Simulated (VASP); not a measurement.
A run of VASP 6.6.1 is set up as follows.

Contents of POSCAR:

```
SrCl2
1.0
   -0.3679527998      3.3115751979      3.3115751979
    3.3115751979     -0.3679527998      3.3115751979
    3.3115751979      3.3115751979     -0.3679527998
Sr Cl
1 2
Direct
    0.0000000000      0.0000000000      0.0000000000
    0.2500000000      0.2500000000      0.2500000000
    0.7500000000      0.7500000000      0.7500000000
```

INCAR.step1

```
  ALGO = Normal
  EDIFF = 1E-4
  ENCUT = 520
  GGA = PE
  ISMEAR = 0
  LASPH = True
  LCHARG = False
  LREAL = False
  LWAVE = True
  NBANDS = 19
  NELM = 100
  PREC = Accurate
  SIGMA = 0.05
```

The input INCAR.step2:

```
  ALGO = Normal
  EDIFF = 1E-6
  ENCUT = 520
  ISIF = 2
  ISMEAR = 0
  ISTART = 1
  LASPH = True
  LCHARG = True
  LELF = True
  LMIXTAU = True
  LREAL = False
  LVHAR = True
  LWAVE = False
  METAGGA = R2SCAN
  NBANDS = 19
  NELM = 100
  PREC = Accurate
  SIGMA = 0.05
```

Contents of KPOINTS:

```
k-points
0
Gamma
  6 6 6
```

Potentials or basis: VASP PAW PBE potentials, release 64 (Sr_sv, Cl).

The run is started by

```console
$ cat potpaw_PBE.64/Sr_sv/POTCAR potpaw_PBE.64/Cl/POTCAR > POTCAR
$ cp INCAR.step1 INCAR
$ mpirun -np 1 vasp_std > vasp.out
$ cp INCAR.step2 INCAR
$ mpirun -np 1 vasp_std > vasp.out
```

Question: What does it give for the band gap on the k mesh?

Answer: 5.98 eV, indirect (least direct gap 6.13 eV).

Question: What does it give for the pressure?

Answer: 2.3 GPa.

Question: Predict the largest force.

Answer: 1.005 eV/Å.

Forces on the atoms (eV/Å):
```
Sr   0.000  0.000  0.000
Cl   0.580  0.580  0.580
Cl  -0.580 -0.580 -0.580
```

Caveat: the PAW data sets were made with another functional, which shifts forces and pressure a little. A k mesh can miss the band edges.
